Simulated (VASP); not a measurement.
## Li2O: single point with BLYP

Li2O:

```
Li O
1.0
     0.00000    2.30500    2.30500
     2.30500    0.00000    2.30500
     2.30500    2.30500    0.00000
Li O
2 1
Direct
  0.25000 0.25000 0.25000
  0.75000 0.75000 0.75000
  0.00000 0.00000 0.00000
```

| Item | Value |
| --- | --- |
| Program | VASP 6.6.1 |
| Task | single point |
| Functional | BLYP |
| Potentials or basis | VASP PAW PBE potentials, release 64 (Li_sv, O) |
| Cutoff | 750 eV |
| k mesh | 8 × 8 × 8 |
| Occupations | gaussian, width 0.01 eV |
| Spin | no spin polarisation |
| Dipole correction | no |
| Further INCAR settings | ALGO = Normal; EDIFF = 1e-06; NBANDS = 13 |

```
Pressure               : 1.5 GPa
Band gap on the k mesh : 5.32 eV, indirect (least direct gap 5.66 eV)
```

Levels at points of the mesh, in eV from the valence-band top:
```
           k point  band 2  band 3  band 4  band 5  band 6  band 7  band 8  band 9  band 10  band 11
(0.00, 0.00, 0.00)  -43.22  -15.36    0.00    0.00    0.00    5.66   11.99   11.99    11.99    19.22
(0.50, 0.00, 0.00)  -43.36  -15.13   -2.71   -0.45   -0.45    9.58    9.99   12.19    12.19    17.90
(0.50, 0.50, 0.00)  -43.31  -15.08   -1.58   -1.38   -1.38    5.32   13.66   13.66    14.91    15.89
```

Wall time 56 s on 1 thread of AMD EPYC 7R13, on a shared host, peak memory 0.13 GiB.

Caveat: the PAW data sets were made with another functional, which shifts forces and pressure a little. A k mesh can miss the band edges.
